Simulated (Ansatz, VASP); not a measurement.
## Two plane-wave programs on Ti2C

File POSCAR:

```
Ti2C
1.0
    1.5406981810      0.8895225095      4.8137698526
   -1.5406981810      0.8895225095      4.8137698526
    0.0000000000     -1.7790450190      4.8137698526
Ti C
2 1
Direct
    0.2454978300      0.2454978300      0.2454978300
    0.7545021700      0.7545021700      0.7545021700
    0.5000000000      0.5000000000      0.5000000000
```

File INCAR.step1:

```
PREC = Accurate
ENCUT = 520
ISMEAR = 0
SIGMA = 0.1
LREAL = False
LASPH = True
NELM = 100
NBANDS = 21
GGA = PE
ALGO = Normal
EDIFF = 1E-4
LWAVE = True
LCHARG = False
```

File INCAR.step2:

```
PREC = Accurate
ENCUT = 520
EDIFF = 1E-6
ISMEAR = 0
SIGMA = 0.1
LREAL = False
LASPH = True
NELM = 100
ALGO = Normal
ISIF = 2
LWAVE = False
LCHARG = False
METAGGA = R2SCAN
LMIXTAU = True
NBANDS = 21
ISTART = 1
```

KPOINTS

```
regular mesh
0
Gamma
  1 1 1
```

Input for Ansatz:

```yaml
crystal:
  lattice:
    - [1.540698181, 0.8895225095, 4.8137698526]
    - [-1.540698181, 0.8895225095, 4.8137698526]
    - [0.0, -1.779045019, 4.8137698526]
  atoms:
    - { symbol: Ti, position: [0.24549783, 0.24549783, 0.24549783] }
    - { symbol: Ti, position: [0.75450217, 0.75450217, 0.75450217] }
    - { symbol: C, position: [0.5, 0.5, 0.5] }
basis:
  ecutwfc: 500
kpoints:
  mp_grid: { grid: [1, 1, 1] }
hamiltonian:
  xc: r2scan
scf:
  occupations: { method: gaussian, width: 0.1 }
output:
  forces: true
  stress: true
  eigenvalues: true
```

Alike in both runs: task single point; functional r2SCAN; k mesh 1 × 1 × 1; occupations gaussian, width 0.1 eV; no spin polarisation.

|  | VASP | Ansatz |
| --- | --- | --- |
| version | VASP 6.6.1 | Ansatz 0.2.0 |
| potentials or method | VASP PAW PBE potentials, release 64 (Ti_sv, C), cutoff 520 eV | scalar-relativistic, plane waves, PAW |
| valence electrons in the cell | 28 | 28 |

VASP gave:

* pressure (GPa): 12.5
* traceless stress, the component that is largest in VASP (GPa): -58.88
* rms of the force components (eV/Å): 3.505

Problem. What did Ansatz give for the same quantities?

Solution. Pressure (GPa): 12.2; traceless stress, the component that is largest in VASP (GPa): -58.80; rms of the force components (eV/Å): 3.543.

VASP's potentials were made for PBE, not for r2SCAN. Atom by atom the forces differ by 0.038 eV/Å (rms over components).

The k mesh is coarse, so the values compare programs but aren't converged.
